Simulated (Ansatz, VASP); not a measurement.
SnO in VASP and in Ansatz

```
Sn O
1.0
     3.91606    0.00000    0.00000
     0.00000    3.91606    0.00000
     0.00000    0.00000    4.83600
Sn O
2 2
Direct
  0.00000 0.50000 0.23850
  0.50000 0.00000 0.76150
  0.00000 0.00000 0.00000
  0.50000 0.50000 0.00000
```

Change from the starting cell: equal xx and yy strain of +3 %.

Alike in both runs: task single point; functional PBE; k mesh 8 × 8 × 6; occupations fermi-dirac, width 0.01 eV; no spin polarisation.

|  | VASP | Ansatz |
| --- | --- | --- |
| version | VASP 6.6.1 | Ansatz 0.2.0 |
| potentials or method | VASP PAW PBE potentials, release 64 (Sn_d, O), cutoff 520 eV | all-electron LAPW, scalar-relativistic |

```csv
,VASP,Ansatz,Ansatz less VASP
pressure (GPa),-1.4,-1.6,-0.20
"traceless stress, the component that is largest in VASP (GPa)",1.35,1.35,+0.001
rms of the force components (eV/Å),0.087,0.117,+0.0303
```

Atom by atom the forces differ by 0.030 eV/Å (rms over components). Ansatz ran all-electron here, and VASP with PAW potentials.
